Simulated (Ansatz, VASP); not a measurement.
**One calculation of SiC, two programs**

The input INCAR:

```
PREC     = Accurate       # precision mode
ENCUT    = 520            # plane-wave cutoff, eV
EDIFF    = 1E-6           # SCF threshold, eV
ISMEAR   = 0              # smearing method
SIGMA    = 0.05           # smearing width, eV
LREAL    = False          # projectors in reciprocal space
LASPH    = True           # aspherical terms in the spheres
NELM     = 80             # most SCF steps
ALGO     = Normal         # electronic algorithm
ISIF     = 2              # what is computed and relaxed
LWAVE    = False          # write WAVECAR
LCHARG   = False          # write CHGCAR
GGA      = PE             # functional
NBANDS   = 11             # bands
```

The input KPOINTS:

```
regular mesh
0
Gamma
  12 12 12
```

POSCAR

```
SiC
1.0
    0.0000000000      2.0973951471      2.0973951471
    2.0973951471      0.0000000000      2.0973951471
    2.2141501437      2.2141501437     -0.1167549965
Si C
1 1
Direct
    0.0000000000      0.0000000000      0.0000000000
    0.7500000000      0.7500000000      0.7500000000
```

Input for Ansatz:

```yaml
crystal:
  lattice:
    - [0.0, 2.0973951471, 2.0973951471]
    - [2.0973951471, 0.0, 2.0973951471]
    - [2.2141501437, 2.2141501437, -0.1167549965]
  atoms:
    - { symbol: Si, position: [0.0, 0.0, 0.0] }
    - { symbol: C, position: [0.75, 0.75, 0.75] }
basis:
  ecutwfc: 520.0
kpoints:
  mp_grid: { grid: [12, 12, 12] }
hamiltonian:
  xc: pbe
scf:
  occupations: { method: gaussian, width: 0.05 }
output:
  forces: true
  stress: true
  eigenvalues: true
```

Alike in both runs: task single point; functional PBE; k mesh 12 × 12 × 12; occupations gaussian, width 0.05 eV; no spin polarisation.

|  | VASP | Ansatz |
| --- | --- | --- |
| version | VASP 6.6.1 | Ansatz 0.2.0 |
| potentials or method | VASP PAW PBE potentials, release 64 (Si, C), cutoff 520 eV | scalar-relativistic, plane waves, PAW |
| valence electrons in the cell | 8 | 8 |

|  | VASP | Ansatz | Ansatz less VASP |
| --- | --- | --- | --- |
| gap on the k mesh at the Fermi level (eV) | 1.03 | 1.04 | +0.005 |
| least direct gap on the mesh (eV) | 4.04 | 4.05 | +0.007 |
| pressure (GPa) | 13.5 | 13.6 | +0.08 |
| traceless stress, the component that is largest in VASP (GPa) | -15.16 | -15.10 | +0.061 |
| rms of the force components (eV/Å) | 0.370 | 0.371 | +0.0013 |

Atom by atom the forces differ by 0.001 eV/Å (rms over components).
